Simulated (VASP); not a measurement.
# MgS (I4/mmm) in VASP: further runs

MgS is run at these levels: PBEsol; tasks: single point.

All numbers are computed with VASP 6.6.1; they aren't measurements. Logs are shortened: lines on timing, memory, paths and dates and some standing lists are left out, and cuts for length are marked.

## Step 1: The cell of the first run

The structure is tetragonal, space group I4/mmm (No. 139). Conventional cell: a = 3.646 Å, b = 3.646 Å, c = 5.197 Å, α = 90.00°, β = 90.00°, γ = 90.00°. Mg (site symmetry 4/mmm) has 6 S at 2.58 to 2.60 Å within 3.4 Å. Within 3.4 Å of S (site symmetry 4/mmm) lie 6 Mg at 2.58 to 2.60 Å.

## Step 2: Single point, PBEsol (film at in-plane strain -0.005)

INCAR reads:

```
PREC = Accurate ; ENCUT = 520
EDIFF = 1E-6 ; ISMEAR = 0
SIGMA = 0.01 ; LREAL = False
LASPH = True ; NELM = 60
ALGO = Normal ; ISIF = 2
LWAVE = False ; LCHARG = False
GGA = PS ; NBANDS = 11
```

KPOINTS reads:

```
Automatic mesh
0
Gamma
  8 8 8
```

POSCAR reads:

```
MgS
1.0
    2.5780062157      2.5780062157      0.0000000000
   -2.5780062157      2.5780062157      0.0000000000
    0.0000000000      2.5780062157      2.5987339038
Mg S
1 1
Direct
    0.0000000000      0.0000000000      0.0000000000
    0.5000000000      0.5000000000      0.0000000000
```

Potentials or basis: VASP PAW PBE potentials, release 64 (Mg, S).

Run with:

```bash
$ cat potpaw_PBE.64/Mg/POTCAR potpaw_PBE.64/S/POTCAR > POTCAR
$ mpirun -np 1 vasp_std > vasp.out
```

OUTCAR:

```text
PREC = Accurate
   ENCUT = 520
   EDIFF = 1E-6
   ISMEAR = 0
   LREAL = False
   LASPH = True
   NELM = 60
   ISIF = 2
   GGA = PS

 ion  position               nearest neighbor table
   1  0.000  0.000  0.000-   2 2.58   2 2.58   2 2.58   2 2.58   2 2.60   2 2.60
   2  0.500  0.500  0.000-   1 2.58   1 2.58   1 2.58   1 2.58   1 2.60   1 2.60

  LATTYP: Found a body centered tetragonal cell.
 ALAT       =     3.6458513541
 C/A-ratio  =     1.4255841236

  Lattice vectors:

 A1 = (   2.5780062157,   0.0000000000,  -2.5987339038)
 A2 = (  -2.5780062157,   0.0000000000,  -2.5987339038)
 A3 = (   0.0000000000,   2.5780062157,   2.5987339038)

Analysis of symmetry for initial positions (statically):
=====================================================================
 Subroutine PRICEL returns:
 Original cell was already a primitive cell.

 Routine SETGRP: Setting up the symmetry group for a
 body centered tetragonal supercell.

 Subroutine GETGRP returns: Found 16 space group operations
 (whereof 16 operations were pure point group operations)
 out of a pool of 16 trial point group operations.

The static configuration has the point symmetry D_4h.

Analysis of symmetry for dynamics (positions and initial velocities):
=====================================================================
 Subroutine PRICEL returns:
 Original cell was already a primitive cell.

 Routine SETGRP: Setting up the symmetry group for a
 body centered tetragonal supercell.

 Subroutine GETGRP returns: Found 16 space group operations
 (whereof 16 operations were pure point group operations)
 out of a pool of 16 trial point group operations.

The dynamic configuration has the point symmetry D_4h.

 Subroutine INISYM returns: Found 16 space group operations
 (whereof 16 operations are pure point group operations),
 and found     1 'primitive' translations

----------------------------------------------------------------------------------------

                                     Primitive cell

  volume of cell :      34.5430

  direct lattice vectors                    reciprocal lattice vectors
     2.578006216  2.578006216  0.000000000     0.193948330  0.193948330 -0.192401384
    -2.578006216  2.578006216  0.000000000    -0.193948330  0.193948330 -0.192401384
     0.000000000  2.578006216  2.598733904     0.000000000  0.000000000  0.384802768

  length of vectors
     3.645851354  3.645851354  3.660537386     0.335037613  0.335037613  0.384802768

  position of ions in fractional coordinates (direct lattice)
     0.000000000  0.000000000  0.000000000
     0.500000000  0.500000000  0.000000000

  ion indices of the primitive-cell ions
   primitive index   ion index
                 1           1
                 2           2

----------------------------------------------------------------------------------------

 KPOINTS: Automatic mesh

Automatic generation of k-mesh.
 Grid dimensions read from file:
 generate k-points for:    8    8    8

 Generating k-lattice:

  Cartesian coordinates                     Fractional coordinates (reciprocal lattice)
     0.024243541  0.024243541 -0.024050173     0.125000000  0.000000000  0.000000000
    -0.024243541  0.024243541 -0.024050173     0.000000000  0.125000000  0.000000000
     0.000000000  0.000000000  0.048100346     0.000000000  0.000000000  0.125000000

  Length of vectors
     0.041879702  0.041879702  0.048100346

  Shift w.r.t. Gamma in fractional coordinates (k-lattice)
     0.000000000  0.000000000  0.000000000

 Subroutine IBZKPT returns following result:
 ===========================================

 Found     59 irreducible k-points:

 Following reciprocal coordinates:
            Coordinates               Weight
  0.000000  0.000000  0.000000      1.000000
  0.125000  0.000000  0.000000      8.000000
  0.250000  0.000000  0.000000      8.000000
  0.375000  0.000000 -0.000000      8.000000
  0.500000  0.000000  0.000000      4.000000
  0.125000  0.125000  0.000000      8.000000
[... 16 lines left out ...]
  0.250000  0.000000  0.125000      4.000000
  0.375000  0.000000  0.125000      8.000000
 [... further k-points ...]
   k-points           NKPTS =     59   k-points in BZ     NKDIM =     59   number of bands    NBANDS=     11
   number of dos      NEDOS =    301   number of ions     NIONS =      2
   total plane-waves  NPLWV =  21952
   dimension x,y,z NGX =    28 NGY =   28 NGZ =   28
   dimension x,y,z NGXF=    56 NGYF=   56 NGZF=   56
   ions per type =               1   1
   NGX,Y,Z   is equivalent  to a cutoff of  12.77, 12.77, 12.72 a.u.
   NGXF,Y,Z  is equivalent  to a cutoff of  25.54, 25.54, 25.43 a.u.
 SYSTEM =  unknown system
   PREC   = accura    normal or accurate (medium, high low for compatibility)
   ISTART =      0    job   : 0-new  1-cont  2-samecut
   ICHARG =      2    charge: 1-file 2-atom 10-const
   ISPIN  =      1    spin polarized calculation?
   LNONCOLLINEAR =      F non collinear calculations
   LSORBIT =      F    spin-orbit coupling
   LASPH  =      T    aspherical Exc in radial PAW
   ENCUT  =  520.0 eV  38.22 Ry    6.18 a.u.   6.78  6.78  6.81*2*pi/ulx,y,z
   NELM   =     60;   NELMIN=  2; NELMDL= -5     # of ELM steps
   EDIFF  = 0.1E-05   stopping-criterion for ELM
   LREAL  =      F    real-space projection
   EDIFFG = 0.1E-04   stopping-criterion for IOM
   NSW    =      0    number of steps for IOM
   IBRION =     -1    ionic relax: 0-MD 1-quasi-New 2-CG
   NFREE  =      0    steps in history (QN), initial steepest desc. (CG)
   ISIF   =      2    stress and relaxation
   ISYM   =      2    0-nonsym 1-usesym 2-fastsym
   POTIM  = 0.5000    time-step for ionic-motion
   TEBEG  =    0.0;   TEEND  =   0.0 temperature during run
   PSTRESS=    0.0 pullay stress
   NELECT =       8.0000    total number of electrons
   NUPDOWN=      -1.0000    fix difference up-down
   EMIN   =  10.00;   EMAX   =-10.00  energy-range for DOS
   EFERMI =   0.00;   METHOD = LEGACY
   ISMEAR =     0;   SIGMA  =   0.01  broadening in eV -4-tet -1-fermi 0-gaus
   EFERMI_NEDOS =   21; number of points for ismear=-14 and -15
   IALGO  =     38    algorithm
   IMIX   =      4    mixing-type and parameters
     AMIX     =   0.40;   BMIX     =  1.00
     AMIX_MAG =   1.60;   BMIX_MAG =  1.00
  volume/ion in A,a.u.               =      17.27       116.55
  Fermi-wavevector in a.u.,A,eV,Ry     =   1.005352  1.899840 13.751859  1.010733
  Thomas-Fermi vector in A             =   2.138026
   LORBIT       =      0    0 simple, 1 ext, 2 COOP (PROOUT), +10 PAW based schemes
   GGA     = PS    functional components
   LHFCALC =     F    Hartree Fock is set to
   AEXX    =    0.0000 exact exchange contribution
   IVDW    =     0    specifies the selected vdW correction
   LEPSILON=     F    determine dielectric tensor
   LRPA    =     F    only Hartree local field effects (RPA)
 non-spin polarized calculation
 Gauss-broadening in eV      SIGMA  =   0.01
  energy-cutoff  :      520.00
  volume of cell :       34.54
 maximum number of plane-waves:       942
   NGX = 13   NGY = 13   NGZ = 13

 number of electron       7.9999999 magnetization

 Free energy of the ion-electron system (eV)
  ---------------------------------------------------
  ext. energy  EPLUGINS =         0.00000000
  ---------------------------------------------------
  free energy    TOTEN  =        -9.07432610 eV

  energy without entropy =       -9.07432610  energy(sigma->0) =       -9.07432610

 E-fermi :   4.0068     XC(G=0):  -9.9169

 val. band max:        3.8732657125   @ k =   0.0000   0.0000   0.0000
 cond. band min:       6.5804272574   @ k =   0.5000   0.5000   0.0000
 fundamental gap:      2.7071615450
 Fermi energy:         4.0067840581

 k-point     1 :       0.0000    0.0000    0.0000
  band No.  band energies     occupation
      1      -8.9456      2.00000
      2       3.8389      2.00000
      3       3.8389      2.00000
      4       3.8733      2.00000
      5       7.5964      0.00000
      6      11.6360      0.00000
      7      11.7200      0.00000
      8      11.7200      0.00000
      9      14.1258      0.00000
     10      14.2394      0.00000
     11      16.1923      0.00000

 k-point     2 :       0.1250    0.0000    0.0000
  band No.  band energies     occupation
      1      -8.7881      2.00000
      2       2.7676      2.00000
      3       3.7360      2.00000
      4       3.7505      2.00000
      5       8.3977      0.00000
      6      11.3791      0.00000
      7      11.9213      0.00000
      8      11.9857      0.00000
      9      13.5008      0.00000
     10      13.5856      0.00000
     11      16.5545      0.00000

 k-point     3 :       0.2500    0.0000    0.0000
  band No.  band energies     occupation
      1      -8.3604      2.00000
      2       0.9522      2.00000
      3       3.5084      2.00000
      4       3.5121      2.00000
      5       8.7499      0.00000
      6      11.5613      0.00000
      7      11.6590      0.00000
      8      12.1727      0.00000
      9      14.0972      0.00000
     10      14.1072      0.00000
     11      15.7436      0.00000

 k-point     4 :       0.3750    0.0000   -0.0000
  band No.  band energies     occupation
      1      -7.8335      2.00000
      2      -0.5446      2.00000
      3       3.2968      2.00000
      4       3.3156      2.00000
      5       8.4272      0.00000
      6      10.9021      0.00000
      7      10.9926      0.00000
      8      13.7677      0.00000
      9      15.3670      0.00000
     10      16.0810      0.00000
     11      16.1105      0.00000
[... 239 lines left out ...]
 k-point    22 :       0.0000    0.0000    0.1250
  band No.  band energies     occupation
      1      -8.7392      2.00000
      2       2.8332      2.00000
      3       3.5055      2.00000
      4       3.5055      2.00000
      5       8.7572      0.00000
      6      10.6706      0.00000
      7      12.2803      0.00000
      8      12.4187      0.00000
      9      12.4187      0.00000
     10      14.5014      0.00000
     11      17.7045      0.00000

 k-point    23 :       0.2500    0.0000    0.1250
  band No.  band energies     occupation
      1      -8.5378      2.00000
      2       1.8214      2.00000
      3       3.1212      2.00000
      4       3.7330      2.00000
      5       9.2482      0.00000
      6      10.9367      0.00000
      7      11.9544      0.00000
      8      12.3400      0.00000
      9      12.3885      0.00000
     10      14.6144      0.00000
     11      17.3787      0.00000

 k-point    24 :       0.3750    0.0000    0.1250
  band No.  band energies     occupation
      1      -8.0687      2.00000
      2       0.4056      2.00000
      3       2.5913      2.00000
      4       3.5051      2.00000
      5       9.4579      0.00000
      6      10.9657      0.00000
      7      11.4997      0.00000
      8      11.9812      0.00000
      9      13.7184      0.00000
     10      16.6343      0.00000
     11      16.8170      0.00000

 [... further k-points ...]
[... 5 lines left out ...]
  --------------------------------------------------------------------------------------
  -------------------------------------------------------------------------------------
  Total        0.1430200      0.1430200     -0.0542629      0.0000000     -0.0000000      0.0000000
  in kB        6.6335765      6.6335765     -2.5168297      0.0000000     -0.0000000      0.0000000
  external PRESSURE =       3.5834411 kB  Pullay stress =       0.0000000 kB

 VOLUME and BASIS-vectors are now :
 -----------------------------------------------------------------------------
  energy-cutoff  :      520.00
  volume of cell :       34.54
      direct lattice vectors                 reciprocal lattice vectors
     2.578006216  2.578006216  0.000000000     0.193948330  0.193948330 -0.192401384
    -2.578006216  2.578006216  0.000000000    -0.193948330  0.193948330 -0.192401384
     0.000000000  2.578006216  2.598733904     0.000000000  0.000000000  0.384802768

 POSITION                                       TOTAL-FORCE (eV/Angst)
 -----------------------------------------------------------------------------------
      0.00000      0.00000      0.00000         0.000000     -0.000000      0.000000
      0.00000      2.57801      0.00000        -0.000000      0.000000      0.000000
 -----------------------------------------------------------------------------------
    total drift:                               -0.000000      0.000000     -0.000000

  FREE ENERGIE OF THE ION-ELECTRON SYSTEM (eV)
  ---------------------------------------------------
  free  energy   TOTEN  =        -9.0743260962 eV

  energy  without entropy=       -9.0743260962  energy(sigma->0) =       -9.07432610
```

Run time: 12 s. Hardware: 1 thread of Intel Xeon 6975P-C (Granite Rapids), shared host; peak memory 0.16 GiB.

Results:

- Free energy: -9.0743 eV
- Pressure: 0.4 GPa
- Band gap on the k mesh: 2.71 eV, indirect (least direct gap 3.72 eV)

Stress tensor (GPa, compression positive):
```
 0.66  0.00  0.00
 0.00  0.66  0.00
 0.00  0.00 -0.25
```

Levels at points of the mesh, in eV from the valence-band top:
```
           k point  band 1  band 2  band 3  band 4  band 5  band 6  band 7  band 8  band 9
(0.00, 0.00, 0.00)  -12.82   -0.03   -0.03    0.00    3.72    7.76    7.85    7.85   10.25
(0.50, 0.00, 0.00)  -11.44   -5.02   -0.66   -0.63    4.40    6.78    6.87   10.25   12.06
(0.50, 0.50, 0.00)  -11.04   -4.38   -1.82   -1.75    2.71    4.15   12.07   12.86   13.31
(0.00, 0.00, 0.50)  -11.07   -4.39   -1.75   -1.75    2.75    4.18   11.99   12.84   13.47
```

Caveat: the cell differs from its parent crystal (film at in-plane strain -0.005); the PAW data sets were made with another functional, which shifts forces and pressure a little. A k mesh can miss the band edges.

[end of part 1 of 2]
